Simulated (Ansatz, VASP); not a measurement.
## Cd: VASP beside Ansatz

The input INCAR:

```
SYSTEM = Cd
  PREC = Accurate
  ENCUT = 600
  EDIFF = 1E-7
  ISMEAR = 1
  SIGMA = 0.025
  LREAL = .False.
  LASPH = .True.
  NELM = 150
  ALGO = Normal
  ISIF = 3
  LWAVE = .False.
  LCHARG = .False.
  MAGMOM = 0.289 0.289 0.289
  LORBIT = 11
  LSORBIT = .True.
  GGA_COMPAT = .False.
  LORBMOM = .True.
  GGA = PE
  IBRION = 2
  NSW = 80
  EDIFFG = -0.02
```

File KPOINTS:

```
regular mesh
0
Gamma
  8 8 8
  0 0 0
```

File POSCAR:

```
Cd
1.0
    1.6080291515      0.9283960635      2.4492874100
   -1.6080291515      0.9283960635      2.4492874100
    0.0000000000     -1.8567921270      2.4492874100
Cd
1
Direct
    0.0000000000      0.0000000000      0.0000000000
```

File input.yaml:

```yaml
crystal:
  lattice:
    - [1.6080291515, 0.9283960635, 2.44928741]
    - [-1.6080291515, 0.9283960635, 2.44928741]
    - [0.0, -1.856792127, 2.44928741]
  atoms:
    - { symbol: Cd, position: [0.0, 0.0, 0.0], spin: 0.501, spin_axis: [0.57735, 0.57735, 0.57735] }
kpoints:
  mp_grid: { grid: [8, 8, 8] }
scf:
  occupations: { method: cold, width: 0.025 }
hamiltonian:
  xc: pbe
  pseudopotentials:
    kind: all_electron
    lapw: { basis_error: 0.001, muffin_tin_radii: { Cd: 1.076 } }
magnetization:
  noncollinear: true
  spin_orbit: true
output:
  forces: true
  stress: true
relax:
  f_tol: 0.02
  max_steps: 60
  cell: {}
```

Alike in both runs: task relaxation of cell and atoms; functional PBE; k mesh 8 × 8 × 8; non-collinear spin, spin-orbit coupling.

|  | VASP | Ansatz |
| --- | --- | --- |
| version | VASP 6.6.1 | Ansatz 0.2.0 |
| potentials or method | VASP PAW PBE potentials, release 64 (Cd), cutoff 600 eV | all-electron LAPW, relativistic spinors |
| occupations | methfessel-paxton of order 1, width 0.025 eV | cold, width 0.025 eV |

VASP gave:

* net moment per atom (μB): 0.00
* relaxed volume (Å³/atom): 22.88
* relaxed cell length with the largest relative difference (Å): 3.113

Q: Estimate Ansatz's values.

A: net moment per atom (μB): 0.00; relaxed volume (Å³/atom): 22.83; relaxed cell length with the largest relative difference (Å): 3.105.

Ansatz ran all-electron here, and VASP with PAW potentials.
